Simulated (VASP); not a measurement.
# BaTiO3 in VASP: a series of runs

Runs on BaTiO3. Level: PBE. Tasks: single point.

All numbers are computed with VASP 6.6.1; they aren't measurements. Logs are shortened: lines on timing, memory, paths and dates and some standing lists are left out, and cuts for length are marked.

## 1. The cell of the first run

The structure is orthorhombic, space group Amm2 (No. 38). The conventional cell has a = 4.064 Å, b = 5.788 Å, c = 5.692 Å, α = 90.00°, β = 90.00°, γ = 90.00°. Ba (site symmetry mm2) has 12 O at 2.80 to 2.89 Å and 8 Ti at 3.46 to 3.54 Å within 3.7 Å. Within 2.6 Å of Ti (site symmetry mm2) lie 6 O at 1.97 to 2.09 Å. Within 2.7 Å of O (site symmetry mm2) lie 2 Ti at 2.03 Å. Within 2.6 Å of O (site symmetry m) lie 2 Ti at 1.97 to 2.09 Å.

## 2. Single point, PBE (equal xx and yy strain of +2 %)

File INCAR:

```
SYSTEM = BaTiO3
ALGO = Normal ; EDIFF = 1E-7
ENCUT = 520 ; GGA = PE
ISIF = 2 ; ISMEAR = -1
LASPH = .TRUE. ; LCHARG = .FALSE.
LREAL = .FALSE. ; LWAVE = .FALSE.
NBANDS = 28 ; NELM = 60
PREC = Accurate ; SIGMA = 0.05
```

File KPOINTS:

```
k-points
0
G
  8 8 8
  0 0 0
```

File POSCAR:

```
BaTiO3
1.0
    4.0637820000      0.0000000000      0.0000000000
    0.0000000000      2.8937910000      2.8458000000
    0.0000000000     -2.8937910000      2.8458000000
Ba Ti O
1 1 3
Direct
    0.0000000000      0.0000000000      0.0000000000
    0.5000000000      0.5079000000      0.5079000000
    0.0000000000      0.4921000000      0.4921000000
    0.5000000000      0.5025100000      0.9937100000
    0.5000000000      0.9937100000      0.5025100000
```

Potentials or basis: VASP PAW PBE potentials, release 64 (Ba_sv, Ti_sv, O).

Run with:

```console
> cat potpaw_PBE.64/Ba_sv/POTCAR potpaw_PBE.64/Ti_sv/POTCAR potpaw_PBE.64/O/POTCAR > POTCAR
> mpirun -np 1 vasp_std > vasp.out
```

OUTCAR:

```text
SYSTEM = BaTiO3
   EDIFF = 1E-7
   ENCUT = 520
   GGA = PE
   ISIF = 2
   ISMEAR = -1
   LASPH = .TRUE.
   LREAL = .FALSE.
   NELM = 60
   PREC = Accurate

 ion  position               nearest neighbor table
   1  0.000  0.000  0.000-   3 2.80   4 2.86   5 2.86   4 2.86   5 2.86   4 2.88   5 2.88   5 2.88
                             4 2.88   3 2.89   3 2.89   3 2.89   2 3.46   2 3.46   2 3.53   2 3.53
   2  0.500  0.508  0.508-   4 1.97   5 1.97   3 2.03   3 2.03   5 2.09   4 2.09   1 3.46   1 3.46
                             1 3.53   1 3.53   1 3.54   1 3.54   1 3.54   1 3.54
   3  0.000  0.492  0.492-   2 2.03   2 2.03   1 2.80   1 2.89   1 2.89   1 2.89
   4  0.500  0.503  0.994-   2 1.97   2 2.09   1 2.86   1 2.86   1 2.88   1 2.88
   5  0.500  0.994  0.503-   2 1.97   2 2.09   1 2.86   1 2.86   1 2.88   1 2.88

  LATTYP: Found a base centered orthorhombic cell.
 ALAT       =     5.6916000000
 B/A-ratio  =     1.0168637993
 C/A-ratio  =     0.7139964158

  Lattice vectors:

 A1 = (   0.0000000000,   2.8937910000,   2.8458000000)
 A2 = (   0.0000000000,  -2.8937910000,   2.8458000000)
 A3 = (   4.0637820000,   0.0000000000,   0.0000000000)

Analysis of symmetry for initial positions (statically):
=====================================================================
 Subroutine PRICEL returns:
 Original cell was already a primitive cell.

 Routine SETGRP: Setting up the symmetry group for a
 base centered orthorhombic supercell.

 Subroutine GETGRP returns: Found  4 space group operations
 (whereof  4 operations were pure point group operations)
 out of a pool of  8 trial point group operations.

The static configuration has the point symmetry C_2v.

Analysis of symmetry for dynamics (positions and initial velocities):
=====================================================================
 Subroutine PRICEL returns:
 Original cell was already a primitive cell.

 Routine SETGRP: Setting up the symmetry group for a
 base centered orthorhombic supercell.

 Subroutine GETGRP returns: Found  4 space group operations
 (whereof  4 operations were pure point group operations)
 out of a pool of  8 trial point group operations.

The dynamic configuration has the point symmetry C_2v.

 Subroutine INISYM returns: Found  4 space group operations
 (whereof  4 operations are pure point group operations),
 and found     1 'primitive' translations

[... 99 lines left out ...]
   NELM   =     60;   NELMIN=  2; NELMDL= -5     # of ELM steps
   EDIFF  = 0.1E-06   stopping-criterion for ELM
   LREAL  =      F    real-space projection
   EDIFFG = 0.1E-05   stopping-criterion for IOM
   NSW    =      0    number of steps for IOM
   IBRION =     -1    ionic relax: 0-MD 1-quasi-New 2-CG
   NFREE  =      0    steps in history (QN), initial steepest desc. (CG)
   ISIF   =      2    stress and relaxation
   ISYM   =      2    0-nonsym 1-usesym 2-fastsym
   POTIM  = 0.5000    time-step for ionic-motion
   TEBEG  =    0.0;   TEEND  =   0.0 temperature during run
   PSTRESS=    0.0 pullay stress
   NELECT =      40.0000    total number of electrons
   NUPDOWN=      -1.0000    fix difference up-down
   EMIN   =  10.00;   EMAX   =-10.00  energy-range for DOS
   EFERMI =   0.00;   METHOD = LEGACY
   ISMEAR =    -1;   SIGMA  =   0.05  broadening in eV -4-tet -1-fermi 0-gaus
   EFERMI_NEDOS =   21; number of points for ismear=-14 and -15
   IALGO  =     38    algorithm
   IMIX   =      4    mixing-type and parameters
     AMIX     =   0.40;   BMIX     =  1.00
     AMIX_MAG =   1.60;   BMIX_MAG =  1.00
  volume/ion in A,a.u.               =      13.39        90.34
  Fermi-wavevector in a.u.,A,eV,Ry     =   1.378957  2.605852 25.871798  1.901524
  Thomas-Fermi vector in A             =   2.503971
   LORBIT       =      0    0 simple, 1 ext, 2 COOP (PROOUT), +10 PAW based schemes
   GGA     = PE    functional components
   LHFCALC =     F    Hartree Fock is set to
   AEXX    =    0.0000 exact exchange contribution
   IVDW    =     0    specifies the selected vdW correction
   LEPSILON=     F    determine dielectric tensor
   LRPA    =     F    only Hartree local field effects (RPA)
 non-spin polarized calculation
  energy-cutoff  :      520.00
  volume of cell :       66.93
 maximum number of plane-waves:      1821
   NGX = 15   NGY = 15   NGZ = 15

 number of electron      39.9999996 magnetization

 Free energy of the ion-electron system (eV)
  ---------------------------------------------------
  ext. energy  EPLUGINS =         0.00000000
  ---------------------------------------------------
  free energy    TOTEN  =       -39.97661892 eV

  energy without entropy =      -39.97661892  energy(sigma->0) =      -39.97661892

 E-fermi :   4.3938     XC(G=0): -11.0328

 val. band max:        3.5184004805   @ k =   0.5000   0.5000   0.5000
 cond. band min:       5.2468380932   @ k =   0.0000   0.0000   0.0000
 fundamental gap:      1.7284376127
 Fermi energy:         4.3937830119

 k-point     1 :       0.0000    0.0000    0.0000
  band No.  band energies     occupation
      1     -53.2678      2.00000
      2     -29.4724      2.00000
      3     -29.4574      2.00000
      4     -29.4565      2.00000
      5     -21.4160      2.00000
      6     -13.2836      2.00000
[... 733 lines left out ...]
     27      11.3136      0.00000
     28      12.8111      0.00000

 [... further k-points ...]

------------------------ aborting loop because EDIFF is reached ----------------------------------------

  FORCE on cell =-STRESS in cart. coord.  units (eV):
  Direction    XX          YY          ZZ          XY          YZ          ZX
  --------------------------------------------------------------------------------------
  -------------------------------------------------------------------------------------
  Total       -1.3392760     -1.8520650     -0.2269966      0.0000000      0.0000000      0.0000000
  in kB      -32.0589075    -44.3337903     -5.4337297      0.0000000      0.0000000      0.0000000
  external PRESSURE =     -27.2754759 kB  Pullay stress =       0.0000000 kB

 VOLUME and BASIS-vectors are now :
 -----------------------------------------------------------------------------
  energy-cutoff  :      520.00
  volume of cell :       66.93
      direct lattice vectors                 reciprocal lattice vectors
     4.063782000  0.000000000  0.000000000     0.246076192  0.000000000  0.000000000
     0.000000000  2.893791000  2.845800000     0.000000000  0.172783729  0.175697519
     0.000000000 -2.893791000  2.845800000     0.000000000 -0.172783729  0.175697519

 POSITION                                       TOTAL-FORCE (eV/Angst)
 -----------------------------------------------------------------------------------
      0.00000      0.00000      0.00000         0.000000      0.000000      0.073735
      2.03189      0.00000      2.89076         0.000000      0.000000      0.268026
      0.00000      0.00000      2.80084         0.000000      0.000000      0.128500
      2.03189     -1.42143      4.25794         0.000000      0.091310     -0.235130
      2.03189      1.42143      4.25794         0.000000     -0.091310     -0.235130
 -----------------------------------------------------------------------------------
    total drift:                                0.000000     -0.000000     -0.000299

  FREE ENERGIE OF THE ION-ELECTRON SYSTEM (eV)
  ---------------------------------------------------
  free  energy   TOTEN  =       -39.9766189219 eV

  energy  without entropy=      -39.9766189195  energy(sigma->0) =      -39.97661892
```

stdout:

```text
POSCAR found type information on POSCAR BaTiO
 POSCAR found :  3 types and       5 ions
 scaLAPACK will be used
 LDA part: xc-table for (Slater+PW92), standard interpolation
 POSCAR, INCAR and KPOINTS ok, starting setup
 FFT: planning ... GRIDC
 FFT: planning ... GRID_SOFT
 FFT: planning ... GRID
 WAVECAR not read
 entering main loop
```

It took 3.2 min on 1 thread of Intel Xeon 6975P-C, shared host; peak memory 0.31 GiB.

Results:

| Quantity | Value |
| --- | --- |
| Free energy | -39.9766 eV |
| Pressure | -2.7 GPa |
| Largest force | 0.268 eV/Å |
| Band gap on the k mesh | 1.73 eV, indirect (least direct gap 1.92 eV) |

Forces on the atoms (eV/Å):
```
Ba   0.000  0.000  0.074
Ti   0.000  0.000  0.268
O    0.000  0.000  0.129
O    0.000  0.091 -0.235
O    0.000 -0.091 -0.235
```

Stress tensor (GPa, compression positive):
```
-3.21  0.00  0.00
 0.00 -4.43  0.00
 0.00  0.00 -0.54
```

Caveat: the cell differs from its parent crystal (equal xx and yy strain of +2 %); spin-orbit coupling is left out, which moves the levels of the heavy elements. A k mesh can miss the band edges.

## 3. Single point, PBE (equal xy, yz and zx shear strains of -2 %)

File INCAR:

```
PREC = Accurate
ENCUT = 520
EDIFF = 1E-6
ISMEAR = -1
SIGMA = 0.05
LREAL = False
LASPH = True
NELM = 100
ALGO = Normal
ISIF = 2
LWAVE = False
LCHARG = False
GGA = PE
NBANDS = 28
```

File KPOINTS:

```
Automatic mesh
0
Gamma
  8 8 8
```

Edit POSCAR of step 2 so:

```diff
@@ -2,5 +2,5 @@
 1.0
-    4.0637820000      0.0000000000      0.0000000000
-    0.0000000000      2.8937910000      2.8458000000
-    0.0000000000     -2.8937910000      2.8458000000
+    3.9841000000     -0.0398410000     -0.0398410000
+   -0.0568285000      2.8085920000      2.8174295000
+   -0.0000875000     -2.8655080000      2.8741705000
 Ba Ti O
```

Potentials or basis: VASP PAW PBE potentials, release 64 (Ba_sv, Ti_sv, O).

Run with:

```console
> cat potpaw_PBE.64/Ba_sv/POTCAR potpaw_PBE.64/Ti_sv/POTCAR potpaw_PBE.64/O/POTCAR > POTCAR
> mpirun -np 1 vasp_std > vasp.out
```

OUTCAR:

```text
PREC = Accurate
   ENCUT = 520
   EDIFF = 1E-6
   ISMEAR = -1
   LREAL = False
   LASPH = True
   NELM = 100
   ISIF = 2
   GGA = PE

 ion  position               nearest neighbor table
   1  0.000  0.000  0.000-   4 2.77   4 2.78   3 2.80   5 2.84   3 2.84   5 2.84   3 2.84   4 2.85
                             5 2.85   5 2.85   4 2.86   3 2.89   2 3.40   2 3.43   2 3.44   2 3.47
   2  0.500  0.508  0.508-   5 1.93   4 1.97   3 1.99   3 2.00   5 2.05   4 2.09   1 3.40   1 3.43
                             1 3.44   1 3.47   1 3.48   1 3.50   1 3.50   1 3.54
   3  0.000  0.492  0.492-   2 1.99   2 2.00   1 2.80   1 2.84   1 2.84   1 2.89
   4  0.500  0.503  0.994-   2 1.97   2 2.09   1 2.77   1 2.78   1 2.85   1 2.86
   5  0.500  0.994  0.503-   2 1.93   2 2.05   1 2.84   1 2.84   1 2.85   1 2.85

  LATTYP: Found a triclinic cell.
 ALAT       =     3.9786087378
 B/A-ratio  =     1.0014803296
 C/A-ratio  =     1.0200978482
 COS(alpha) =     0.0000428988
 COS(beta)  =     0.0030800431
 COS(gamma) =     0.0284213441

  Lattice vectors:

 A1 = (  -0.0568285000,   2.8085920000,   2.8174295000)
 A2 = (  -3.9841000000,   0.0398410000,   0.0398410000)
 A3 = (  -0.0000875000,  -2.8655080000,   2.8741705000)

Analysis of symmetry for initial positions (statically):
[... 184 lines left out ...]
 Fermi energy:         4.7341524348

 k-point     1 :       0.0000    0.0000    0.0000
  band No.  band energies     occupation
      1     -52.8003      2.00000
      2     -29.0292      2.00000
      3     -29.0143      2.00000
      4     -29.0034      2.00000
      5     -21.0155      2.00000
      6     -13.0845      2.00000
[... 733 lines left out ...]
     27      12.0752      0.00000
     28      12.5762      0.00000

 [... further k-points ...]

------------------------ aborting loop because EDIFF is reached ----------------------------------------

  FORCE on cell =-STRESS in cart. coord.  units (eV):
  Direction    XX          YY          ZZ          XY          YZ          ZX
  --------------------------------------------------------------------------------------
  -------------------------------------------------------------------------------------
  Total        1.8199747      1.5602840      1.2723289      1.0141458      0.7873757      1.0143312
  in kB       45.3393737     38.8699352     31.6963728     25.2644925     19.6151738     25.2691102
  external PRESSURE =      38.6352273 kB  Pullay stress =       0.0000000 kB

 VOLUME and BASIS-vectors are now :
 -----------------------------------------------------------------------------
  energy-cutoff  :      520.00
  volume of cell :       64.31
      direct lattice vectors                 reciprocal lattice vectors
     3.984100000 -0.039841000 -0.039841000     0.251048433  0.002535843  0.002535843
    -0.056828500  2.808592000  2.817429500     0.003555637  0.178050096  0.177513576
    -0.000087500 -2.865508000  2.874170500    -0.000005475 -0.174499934  0.173952465

 POSITION                                       TOTAL-FORCE (eV/Angst)
 -----------------------------------------------------------------------------------
      0.00000      0.00000      0.00000         0.014679     -0.002227      0.087990
      1.96314     -0.04883      2.87084        -0.026645     -0.067936      0.175401
     -0.02801     -0.02801      2.80084        -0.003489     -0.005864      0.096842
      1.96341     -1.45606      4.25196         0.003574      0.033953     -0.215634
      1.93553      1.33106      4.22409         0.011881      0.042074     -0.144599
 -----------------------------------------------------------------------------------
    total drift:                               -0.000061      0.000341      0.000091

  FREE ENERGIE OF THE ION-ELECTRON SYSTEM (eV)
  ---------------------------------------------------
  free  energy   TOTEN  =       -39.9458086227 eV

  energy  without entropy=      -39.9458086214  energy(sigma->0) =      -39.94580862
```

stdout:

```text
POSCAR found type information on POSCAR BaTiO
 POSCAR found :  3 types and       5 ions
 scaLAPACK will be used
 LDA part: xc-table for (Slater+PW92), standard interpolation
 POSCAR, INCAR and KPOINTS ok, starting setup
 FFT: planning ... GRIDC
 FFT: planning ... GRID_SOFT
 FFT: planning ... GRID
 WAVECAR not read
 entering main loop
```

Run time: 3.8 min. Hardware: 1 thread of Intel Xeon 6975P-C (Granite Rapids), shared host; peak memory 0.53 GiB.

What came out:

```yaml
Free_energy: -39.9458 eV
Pressure: 3.9 GPa
Largest_force: 0.218 eV/Å
Band_gap_on_the_k_mesh: 1.72 eV, indirect (least direct gap 1.87 eV)
```

Forces in eV/Å, atoms in the order of the input:
```
Ba   0.015 -0.002  0.088
Ti  -0.027 -0.068  0.175
O   -0.003 -0.006  0.097
O    0.004  0.034 -0.216
O    0.012  0.042 -0.145
```

Levels at points of the mesh, in eV from the valence-band top:
```tsv
k point	band 18	band 19	band 20	band 21	band 22	band 23
(0.00, 0.00, 0.00)	-0.33	-0.24	-0.15	1.72	1.80	1.87
(0.50, 0.00, 0.00)	-1.83	-0.82	-0.77	1.94	3.48	3.52
(0.00, 0.50, 0.00)	-1.82	-0.82	-0.76	1.95	3.53	3.54
(0.50, 0.50, 0.00)	-0.87	-0.76	-0.08	3.49	3.56	3.95
(0.00, 0.00, 0.50)	-1.63	-0.89	-0.63	1.96	3.35	3.40
(0.50, 0.00, 0.50)	-0.99	-0.98	-0.15	3.38	3.51	3.84
(0.00, 0.50, 0.50)	-0.95	-0.93	-0.16	3.38	3.55	3.87
(0.50, 0.50, 0.50)	-0.07	-0.04	0.00	4.07	4.14	4.18
```

Caveat: the cell differs from its parent crystal (equal xy, yz and zx shear strains of -2 %); spin-orbit coupling is left out, which moves the levels of the heavy elements.

[end of part 1 of 2]
